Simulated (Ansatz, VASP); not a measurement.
# YScAs2 in VASP and in Ansatz

```xyz
4
Lattice="2.0004 1.1549 6.5151 -2.0004 1.1549 6.5151 0.0000 -2.3099 6.5151" Properties=species:S:1:pos:R:3 pbc="T T T"
Sc    2.0004    1.1549    6.5151
Y     0.0000    0.0000    9.7726
As    0.0000    0.0000    4.9846
As    0.0000    0.0000   14.5606
```

Alike in both runs: task single point; functional PBE; k mesh 6 × 6 × 6; occupations fermi-dirac, width 0.02 eV; no spin polarisation.

```csv
,VASP,Ansatz
version,VASP 6.6.1,Ansatz 0.2.0
potentials or method,"VASP PAW PBE potentials, release 64 (Sc_sv, Y_sv, As)","plane waves, PAW"
plane-wave cutoff (eV),520,420
valence electrons in the cell,32,52
```

|  | VASP | Ansatz | Ansatz less VASP |
| --- | --- | --- | --- |
| pressure (GPa) | 0.3 | 0.2 | -0.13 |
| traceless stress, the component that is largest in VASP (GPa) | -0.11 | -0.09 | +0.022 |
| rms of the force components (eV/Å) | 0.005 | 0.010 | +0.0055 |

Atom by atom the forces differ by 0.005 eV/Å (rms over components). VASP's potentials hold 32 valence electrons a cell and Ansatz's 52, so a difference there can come from the potentials and not from the codes.
